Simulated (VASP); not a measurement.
# NaCl (Fm-3m) in VASP: notebook

The runs below take NaCl through single point, relaxation of cell and atoms, with PBEsol.

All numbers are computed with VASP 6.6.1; they aren't measurements. Logs are shortened: lines on timing, memory, paths and dates and some standing lists are left out, and cuts for length are marked.

### Step 1. The cell of the first run

Symmetry: Fm-3m, No. 225, cubic system. Conventional cell: a = 5.602 Å, b = 5.602 Å, c = 5.602 Å, α = 90.00°, β = 90.00°, γ = 90.00°. Na (site symmetry m-3m) has 6 Cl at 2.80 Å within 3.7 Å. Cl (site symmetry m-3m) has 6 Na at 2.80 Å within 3.7 Å.

### Step 2. Single point, PBEsol

The input, INCAR:

```
ALGO     = Normal         # electronic algorithm
EDIFF    = 1E-6           # SCF threshold, eV
ENCUT    = 520            # plane-wave cutoff, eV
GGA      = PS             # functional
ISIF     = 2              # what is computed and relaxed
ISMEAR   = 0              # smearing method
LASPH    = True           # aspherical terms in the spheres
LCHARG   = False          # write CHGCAR
LREAL    = False          # projectors in reciprocal space
LWAVE    = False          # write WAVECAR
NBANDS   = 14             # bands
NELM     = 100            # most SCF steps
PREC     = Accurate       # precision mode
SIGMA    = 0.01           # smearing width, eV
```

The input, KPOINTS:

```
k-points
0
Gamma
  8 8 8
```

The input, POSCAR:

```
NaCl
1.0
    0.0000000000      2.8009522132      2.8009522132
    2.8009522132      0.0000000000      2.8009522132
    2.8009522132      2.8009522132      0.0000000000
Na Cl
1 1
Direct
    0.0000000000      0.0000000000      0.0000000000
    0.5000000000      0.5000000000      0.5000000000
```

Potentials or basis: VASP PAW PBE potentials, release 64 (Na_pv, Cl).

The run is started by

```console
> cat potpaw_PBE.64/Na_pv/POTCAR potpaw_PBE.64/Cl/POTCAR > POTCAR
> mpirun -np 1 vasp_std > vasp.out
```

OUTCAR:

```text
EDIFF = 1E-6
   ENCUT = 520
   GGA = PS
   ISIF = 2
   ISMEAR = 0
   LASPH = True
   LREAL = False
   NELM = 100
   PREC = Accurate

 ion  position               nearest neighbor table
   1  0.000  0.000  0.000-
   2  0.500  0.500  0.500-

  LATTYP: Found a face centered cubic cell.
 ALAT       =     5.6019044264

  Lattice vectors:

 A1 = (   0.0000000000,   2.8009522132,   2.8009522132)
 A2 = (   2.8009522132,   0.0000000000,   2.8009522132)
 A3 = (   2.8009522132,   2.8009522132,   0.0000000000)

Analysis of symmetry for initial positions (statically):
=====================================================================
 Subroutine PRICEL returns:
 Original cell was already a primitive cell.

 Routine SETGRP: Setting up the symmetry group for a
 face centered cubic supercell.

 Subroutine GETGRP returns: Found 48 space group operations
 (whereof 48 operations were pure point group operations)
 out of a pool of 48 trial point group operations.

The static configuration has the point symmetry O_h .

Analysis of symmetry for dynamics (positions and initial velocities):
=====================================================================
 Subroutine PRICEL returns:
 Original cell was already a primitive cell.

 Routine SETGRP: Setting up the symmetry group for a
 face centered cubic supercell.

 Subroutine GETGRP returns: Found 48 space group operations
 (whereof 48 operations were pure point group operations)
 out of a pool of 48 trial point group operations.

The dynamic configuration has the point symmetry O_h .

 Subroutine INISYM returns: Found 48 space group operations
 (whereof 48 operations are pure point group operations),
 and found     1 'primitive' translations

----------------------------------------------------------------------------------------

                                     Primitive cell

  volume of cell :      43.9488

  direct lattice vectors                    reciprocal lattice vectors
     0.000000000  2.800952213  2.800952213    -0.178510721  0.178510721  0.178510721
     2.800952213  0.000000000  2.800952213     0.178510721 -0.178510721  0.178510721
     2.800952213  2.800952213  0.000000000     0.178510721  0.178510721 -0.178510721

  length of vectors
     3.961144607  3.961144607  3.961144607     0.309189639  0.309189639  0.309189639

  position of ions in fractional coordinates (direct lattice)
     0.000000000  0.000000000  0.000000000
     0.500000000  0.500000000  0.500000000

  ion indices of the primitive-cell ions
   primitive index   ion index
                 1           1
                 2           2

----------------------------------------------------------------------------------------

 KPOINTS: k-points

Automatic generation of k-mesh.
 Grid dimensions read from file:
 generate k-points for:    8    8    8

 Generating k-lattice:

  Cartesian coordinates                     Fractional coordinates (reciprocal lattice)
    -0.022313840  0.022313840  0.022313840     0.125000000  0.000000000  0.000000000
     0.022313840 -0.022313840  0.022313840     0.000000000  0.125000000  0.000000000
     0.022313840  0.022313840 -0.022313840     0.000000000  0.000000000  0.125000000

  Length of vectors
     0.038648705  0.038648705  0.038648705

  Shift w.r.t. Gamma in fractional coordinates (k-lattice)
     0.000000000  0.000000000  0.000000000

 Subroutine IBZKPT returns following result:
 ===========================================

 Found     29 irreducible k-points:

 Following reciprocal coordinates:
            Coordinates               Weight
  0.000000  0.000000  0.000000      1.000000
  0.125000  0.000000  0.000000      8.000000
  0.250000  0.000000  0.000000      8.000000
  0.375000  0.000000  0.000000      8.000000
  0.500000  0.000000  0.000000      4.000000
  0.125000  0.125000  0.000000      6.000000
[... 16 lines left out ...]
  0.500000  0.250000  0.125000     48.000000
 -0.375000  0.250000  0.125000     24.000000
 [... further k-points ...]
   k-points           NKPTS =     29   k-points in BZ     NKDIM =     29   number of bands    NBANDS=     14
   number of dos      NEDOS =    301   number of ions     NIONS =      2
   total plane-waves  NPLWV =  27000
   dimension x,y,z NGX =    30 NGY =   30 NGZ =   30
   dimension x,y,z NGXF=    60 NGYF=   60 NGZF=   60
   ions per type =               1   1
   NGX,Y,Z   is equivalent  to a cutoff of  12.59, 12.59, 12.59 a.u.
   NGXF,Y,Z  is equivalent  to a cutoff of  25.18, 25.18, 25.18 a.u.
 SYSTEM =  unknown system
   PREC   = accura    normal or accurate (medium, high low for compatibility)
   ISTART =      0    job   : 0-new  1-cont  2-samecut
   ICHARG =      2    charge: 1-file 2-atom 10-const
   ISPIN  =      1    spin polarized calculation?
   LNONCOLLINEAR =      F non collinear calculations
   LSORBIT =      F    spin-orbit coupling
   LASPH  =      T    aspherical Exc in radial PAW
   ENCUT  =  520.0 eV  38.22 Ry    6.18 a.u.   7.37  7.37  7.37*2*pi/ulx,y,z
   NELM   =    100;   NELMIN=  2; NELMDL= -5     # of ELM steps
   EDIFF  = 0.1E-05   stopping-criterion for ELM
   LREAL  =      F    real-space projection
   EDIFFG = 0.1E-04   stopping-criterion for IOM
   NSW    =      0    number of steps for IOM
   IBRION =     -1    ionic relax: 0-MD 1-quasi-New 2-CG
   NFREE  =      0    steps in history (QN), initial steepest desc. (CG)
   ISIF   =      2    stress and relaxation
   ISYM   =      2    0-nonsym 1-usesym 2-fastsym
   POTIM  = 0.5000    time-step for ionic-motion
   TEBEG  =    0.0;   TEEND  =   0.0 temperature during run
   PSTRESS=    0.0 pullay stress
   NELECT =      14.0000    total number of electrons
   NUPDOWN=      -1.0000    fix difference up-down
   EMIN   =  10.00;   EMAX   =-10.00  energy-range for DOS
   EFERMI =   0.00;   METHOD = LEGACY
   ISMEAR =     0;   SIGMA  =   0.01  broadening in eV -4-tet -1-fermi 0-gaus
   EFERMI_NEDOS =   21; number of points for ismear=-14 and -15
   IALGO  =     38    algorithm
   IMIX   =      4    mixing-type and parameters
     AMIX     =   0.40;   BMIX     =  1.00
     AMIX_MAG =   1.60;   BMIX_MAG =  1.00
  volume/ion in A,a.u.               =      21.97       148.29
  Fermi-wavevector in a.u.,A,eV,Ry     =   1.118069  2.112843 17.008338  1.250078
  Thomas-Fermi vector in A             =   2.254697
   LORBIT       =      0    0 simple, 1 ext, 2 COOP (PROOUT), +10 PAW based schemes
   GGA     = PS    functional components
   LHFCALC =     F    Hartree Fock is set to
   AEXX    =    0.0000 exact exchange contribution
   IVDW    =     0    specifies the selected vdW correction
   LEPSILON=     F    determine dielectric tensor
   LRPA    =     F    only Hartree local field effects (RPA)
 non-spin polarized calculation
 Gauss-broadening in eV      SIGMA  =   0.01
  energy-cutoff  :      520.00
  volume of cell :       43.95
 maximum number of plane-waves:      1243
 NGX is ok and might be reduce to    30
   NGX = 15   NGY = 15   NGZ = 15

 number of electron      14.0000004 magnetization

 Free energy of the ion-electron system (eV)
  ---------------------------------------------------
  ext. energy  EPLUGINS =         0.00000000
  ---------------------------------------------------
  free energy    TOTEN  =        -6.99828112 eV

  energy without entropy =       -6.99828112  energy(sigma->0) =       -6.99828112

 E-fermi :  -0.5593     XC(G=0):  -8.4234

 val. band max:       -0.6664859409   @ k =   0.0000   0.0000   0.0000
 cond. band min:       4.3403162160   @ k =   0.0000   0.0000   0.0000
 fundamental gap:      5.0068021569
 Fermi energy:        -0.5592906328

 k-point     1 :       0.0000    0.0000    0.0000
  band No.  band energies     occupation
      1     -21.2802      2.00000
      2     -21.2802      2.00000
      3     -21.2802      2.00000
      4     -13.3580      2.00000
      5      -0.6665      2.00000
      6      -0.6665      2.00000
      7      -0.6665      2.00000
      8       4.3403      0.00000
      9      10.3503      0.00000
     10      10.3503      0.00000
     11      10.3503      0.00000
     12      12.5979      0.00000
     13      12.5979      0.00000
     14      14.0045      0.00000

 k-point     2 :       0.1250    0.0000    0.0000
  band No.  band energies     occupation
      1     -21.2852      2.00000
      2     -21.2805      2.00000
      3     -21.2805      2.00000
      4     -13.3068      2.00000
      5      -1.0600      2.00000
      6      -0.7099      2.00000
      7      -0.7099      2.00000
      8       4.8532      0.00000
      9       9.7847      0.00000
     10      10.5495      0.00000
     11      10.5495      0.00000
     12      12.3326      0.00000
     13      12.3326      0.00000
     14      14.9844      0.00000

 k-point     3 :       0.2500    0.0000    0.0000
  band No.  band energies     occupation
      1     -21.2972      2.00000
      2     -21.2814      2.00000
      3     -21.2814      2.00000
      4     -13.1797      2.00000
      5      -1.8300      2.00000
      6      -0.8113      2.00000
      7      -0.8113      2.00000
      8       5.8311      0.00000
      9       9.2370      0.00000
     10      10.6590      0.00000
     11      10.6590      0.00000
     12      12.5417      0.00000
     13      12.5417      0.00000
     14      14.9588      0.00000
[... 324 lines left out ...]
 k-point    23 :       0.5000    0.2500    0.1250
  band No.  band energies     occupation
      1     -21.3047      2.00000
      2     -21.2889      2.00000
      3     -21.2842      2.00000
      4     -12.9980      2.00000
      5      -2.2914      2.00000
      6      -1.3954      2.00000
      7      -1.0474      2.00000
      8       7.4095      0.00000
      9       8.8297      0.00000
     10       9.2083      0.00000
     11      11.2195      0.00000
     12      13.0370      0.00000
     13      15.4197      0.00000
     14      15.9396      0.00000

 k-point    24 :      -0.3750    0.2500    0.1250
  band No.  band energies     occupation
      1     -21.3072      2.00000
      2     -21.2894      2.00000
      3     -21.2851      2.00000
      4     -12.9562      2.00000
      5      -2.4141      2.00000
      6      -1.4784      2.00000
      7      -1.1034      2.00000
      8       7.5307      0.00000
      9       8.8751      0.00000
     10       9.5118      0.00000
     11      11.0313      0.00000
     12      13.6606      0.00000
     13      14.9762      0.00000
     14      16.0566      0.00000

 [... further k-points ...]

------------------------ aborting loop because EDIFF is reached ----------------------------------------

  FORCE on cell =-STRESS in cart. coord.  units (eV):
  Direction    XX          YY          ZZ          XY          YZ          ZX
  --------------------------------------------------------------------------------------
  -------------------------------------------------------------------------------------
  Total        0.0062303      0.0062303      0.0062303      0.0000000      0.0000000      0.0000000
  in kB        0.2271282      0.2271282      0.2271282      0.0000000      0.0000000      0.0000000
  external PRESSURE =       0.2271282 kB  Pullay stress =       0.0000000 kB

 VOLUME and BASIS-vectors are now :
 -----------------------------------------------------------------------------
  energy-cutoff  :      520.00
  volume of cell :       43.95
      direct lattice vectors                 reciprocal lattice vectors
     0.000000000  2.800952213  2.800952213    -0.178510721  0.178510721  0.178510721
     2.800952213  0.000000000  2.800952213     0.178510721 -0.178510721  0.178510721
     2.800952213  2.800952213  0.000000000     0.178510721  0.178510721 -0.178510721

 POSITION                                       TOTAL-FORCE (eV/Angst)
 -----------------------------------------------------------------------------------
      0.00000      0.00000      0.00000         0.000000      0.000000      0.000000
      2.80095      2.80095      2.80095        -0.000000     -0.000000     -0.000000
 -----------------------------------------------------------------------------------
    total drift:                               -0.000000      0.000000      0.000000

  FREE ENERGIE OF THE ION-ELECTRON SYSTEM (eV)
  ---------------------------------------------------
  free  energy   TOTEN  =        -6.9982811183 eV

  energy  without entropy=       -6.9982811183  energy(sigma->0) =       -6.99828112
```

Run time: 21 s. Hardware: 1 thread of Intel Xeon Platinum 8259CL at 2.50GHz (Skylake/Cascade Lake), shared host; peak memory 0.16 GiB.

Results:

```yaml
Free_energy: -6.9983 eV
Pressure: 0.0 GPa
Band_gap_on_the_k_mesh: 5.01 eV, direct
```

Caveat: the PAW data sets were made with another functional, which shifts forces and pressure a little.

### Step 3. Relaxation of cell and atoms, PBEsol

The input, INCAR:

```
SYSTEM = NaCl
ALGO     = Normal         ! electronic algorithm
EDIFF    = 1E-7           ! SCF threshold, eV
EDIFFG   = -0.001         ! ionic threshold
ENCUT    = 600            ! plane-wave cutoff, eV
GGA      = PS             ! functional
IBRION   = 2              ! ionic algorithm
ISIF     = 3              ! what is computed and relaxed
ISMEAR   = 0              ! smearing method
LASPH    = .TRUE.         ! aspherical terms in the spheres
LCHARG   = .FALSE.        ! write CHGCAR
LREAL    = .FALSE.        ! projectors in reciprocal space
LWAVE    = .FALSE.        ! write WAVECAR
NELM     = 80             ! most SCF steps
NSW      = 80             ! ionic steps
PREC     = Accurate       ! precision mode
SIGMA    = 0.01           ! smearing width, eV
```

The input, KPOINTS:

```
k-points
0
G
  8 8 8
  0 0 0
```

POSCAR is that of step 2.

Potentials or basis: VASP PAW PBE potentials, release 64 (Na_pv, Cl).

The run is started by

```console
> cat potpaw_PBE.64/Na_pv/POTCAR potpaw_PBE.64/Cl/POTCAR > POTCAR
> mpirun -np 1 vasp_std > vasp.out
```

It took 30 s on 1 thread of Intel Xeon Platinum 8259CL at 2.50GHz (Skylake/Cascade Lake), shared host; peak memory 0.17 GiB.

The run converged. Its results:

| Item | Value |
| --- | --- |
| Free energy | -6.9986 eV |
| Relaxed volume | 22.01 Å³/atom |
| Relaxed cell | a = 3.964 Å, b = 3.964 Å, c = 3.964 Å, α = 60.00°, β = 60.00°, γ = 60.00° |
| Space group after relaxing (to 0.05 Å) | Fm-3m (No. 225) |
| Energy gained by relaxing | 0.0 meV/atom |
| Ionic steps | 4 |
| Pressure after relaxing | 0.0 GPa |
| Band gap on the k mesh | 5.00 eV, direct |

Final structure:
```xyz
2
Lattice="0.0000 2.8026 2.8026 2.8026 0.0000 2.8026 2.8026 2.8026 0.0000" Properties=species:S:1:pos:R:3 pbc="T T T"
Na    0.0000    0.0000    0.0000
Cl    2.8026    2.8026    2.8026
```

Levels at points of the mesh, in eV from the valence-band top:
```
           k point  band 3  band 4  band 5  band 6  band 7  band 8  band 9  band 10  band 11
(0.00, 0.00, 0.00)  -20.62  -12.69    0.00    0.00    0.00    5.00   11.02    11.02    11.02
(0.50, 0.00, 0.00)  -20.62  -12.32   -2.03   -0.28   -0.28    7.11   10.65    10.91    10.91
(0.50, 0.50, 0.00)  -20.63  -12.27   -1.75   -0.63   -0.63    7.49    7.87    11.26    14.78
```

Caveat: the PAW data sets were made with another functional, which shifts forces and pressure a little. PBEsol gaps usually lie below the measured ones, often by a third to a half.
